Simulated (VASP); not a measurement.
Wanted: the native input for a VASP 6.6.1 run.

| Property | Result |
| --- | --- |
| Task | single point |
| Functional | PBE |
| Potentials or basis | VASP PAW PBE potentials, release 64 (Sn_d, Pd, Se) |
| Cutoff | 520 eV |
| k mesh | 3 × 3 × 1 |
| Occupations | gaussian, width 0.15 eV |
| Spin | no spin polarisation |
| Dipole correction | no |
| Further INCAR settings | LREAL = Auto; ALGO = Normal; EDIFF = 1e-07; NBANDS = 82 |

The structure of Sn2PdSe5 lies in POSCAR:

```
Sn2PdSe5
1.0
    2.7084123001     -6.7171514324      0.0000000000
    2.7084123001      6.7171514324      0.0000000000
    0.0000000000      0.0000000000     12.4777913069
Sn Pd Se
4 2 10
Direct
    0.1450713585      0.8549286415      0.9300817618
    0.1450713585      0.8549286415      0.5699182382
    0.8549286415      0.1450713585      0.4300817618
    0.8549286415      0.1450713585      0.0699182382
    0.8024826974      0.1975173026      0.7500000000
    0.1975173026      0.8024826974      0.2500000000
    0.6937224921      0.3062775079      0.9162669761
    0.9473379949      0.0526620051      0.8790667573
    0.6937224921      0.3062775079      0.5837330239
    0.9473379949      0.0526620051      0.6209332427
    0.2719798982      0.7280201018      0.7500000000
    0.3062775079      0.6937224921      0.4162669761
    0.0526620051      0.9473379949      0.3790667573
    0.3062775079      0.6937224921      0.0837330239
    0.0526620051      0.9473379949      0.1209332427
    0.7280201018      0.2719798982      0.2500000000
```

The input as run:

INCAR

```
ALGO     = Normal         # electronic algorithm
EDIFF    = 1E-7           # SCF threshold, eV
ENCUT    = 520            # plane-wave cutoff, eV
GGA      = PE             # functional
ISIF     = 2              # what is computed and relaxed
ISMEAR   = 0              # smearing method
LASPH    = True           # aspherical terms in the spheres
LCHARG   = False          # write CHGCAR
LREAL    = Auto         
LWAVE    = False          # write WAVECAR
NBANDS   = 82             # bands
NELM     = 60             # most SCF steps
PREC     = Accurate       # precision mode
SIGMA    = 0.15           # smearing width, eV
```

KPOINTS

```
k-points
0
Gamma
  3 3 1
```

Potentials or basis: VASP PAW PBE potentials, release 64 (Sn_d, Pd, Se).

Run with:

```sh
$ cat potpaw_PBE.64/Sn_d/POTCAR potpaw_PBE.64/Pd/POTCAR potpaw_PBE.64/Se/POTCAR > POTCAR
$ mpirun -np 1 vasp_std > vasp.out
```

Results of the run:

```
Pressure               : 0.2 GPa
Largest force          : 0.070 eV/Å
Band gap on the k mesh : zero (bands 68 and 69 overlap by 0.85 eV)
```

Caveat: the k points lie up to 0.50 Å⁻¹ apart, too coarse for converged energies and pressures of a metal; spin-orbit coupling is left out, which moves the levels of the heavy elements.

Wall time 3.4 min on 1 thread of Intel(R) Xeon(R) 6975P-C (Granite Rapids) (shared host), peak memory 0.62 GiB.
